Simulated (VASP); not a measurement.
Wanted: the native input for a VASP 6.6.1 run.

```yaml
Task: electric field gradients
Functional: LDA
Potentials_or_basis: VASP PAW LDA potentials, release 64 (Mg, B)
Cutoff: 520 eV
k_mesh: 12 × 12 × 9
Occupations: fermi-dirac, width 0.05 eV
Spin: no spin polarisation
Dipole_correction: no
Further_INCAR_settings: ALGO = Normal; EDIFF = 1e-08; NBANDS = 11
```

The structure of MgB2 lies in POSCAR:

```
MgB2
1.0
    3.0220238365      0.0000000000      0.0000000000
   -1.5110119183      2.6171494133      0.0000000000
    0.0000000000      0.0000000000      3.4510818610
Mg B
1 2
Direct
    0.0000000000      0.0000000000      0.0000000000
    0.3333333333      0.6666666667      0.5000000000
    0.6666666667      0.3333333333      0.5000000000
```

This cell differs from its parent crystal: volume scaled by 0.94.

The input as run:

INCAR

```
SYSTEM = MgB2
ALGO = Normal
EDIFF = 1E-8
ENCUT = 520
ISIF = 2
ISMEAR = -1
LASPH = .TRUE.
LCHARG = .FALSE.
LEFG = .TRUE.
LREAL = .FALSE.
LWAVE = .FALSE.
NBANDS = 11
NELM = 100
PREC = Accurate
SIGMA = 0.05
```

KPOINTS

```
k-points
0
G
  12 12 9
  0 0 0
```

Potentials or basis: VASP PAW LDA potentials, release 64 (Mg, B).

Command:

```console
$ cat potpaw_LDA.64/Mg/POTCAR potpaw_LDA.64/B/POTCAR > POTCAR
$ mpirun -np 1 vasp_std > vasp.out
```

Results of the run:

```
Pressure               : 1.3 GPa
Band gap on the k mesh : zero (band 4 reaches 7.51 eV, above the bottom of band 5 at 3.65 eV)
```

Caveat: without QUAD_EFG the Cq values of the log hold for a quadrupole moment of 1 mb, not for the nuclei.

Wall time 12 s on 1 thread of Intel(R) Xeon(R) Platinum 8488C (Sapphire Rapids), on a shared host, peak memory 0.15 GiB.
